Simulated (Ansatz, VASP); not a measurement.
**One calculation of Ba2SrN2, two programs**

```
Ba Sr N
1.0
    -2.12878    2.12878    7.67029
     2.12878   -2.12878    7.67029
     2.12878    2.12878   -7.67029
Ba Sr N
2 1 2
Direct
  0.32362 0.32362 0.00000
  0.67638 0.67638 0.00000
  0.00000 0.00000 0.00000
  0.15807 0.15807 0.00000
  0.84193 0.84193 0.00000
```

Alike in both runs: functional PBE; k mesh 6 × 6 × 6; occupations gaussian, width 0.1 eV; no spin polarisation.

Ansatz relaxed the structure, and its values are those at the end. VASP's run is a single point on that final structure, the one shown.

|  | VASP | Ansatz |
| --- | --- | --- |
| version | VASP 6.6.1 | Ansatz 0.2.0 |
| potentials or method | VASP PAW PBE potentials, release 64 (Ba_sv, Sr_sv, N_h), cutoff 910 eV | scalar-relativistic, plane waves, PAW |
| valence electrons in the cell | 40 | 40 |

```csv
,VASP,Ansatz,Ansatz less VASP
gap on the k mesh at the Fermi level (eV),none,none,-
rms of the force components (eV/Å),0.103,0.012,-0.0915
```

A gap of «none» marks a metal or a gap that the smearing closes.

Spin-orbit coupling is off throughout. Noted on VASP's run: the cutoff is short for stress, so the pressure is rough.
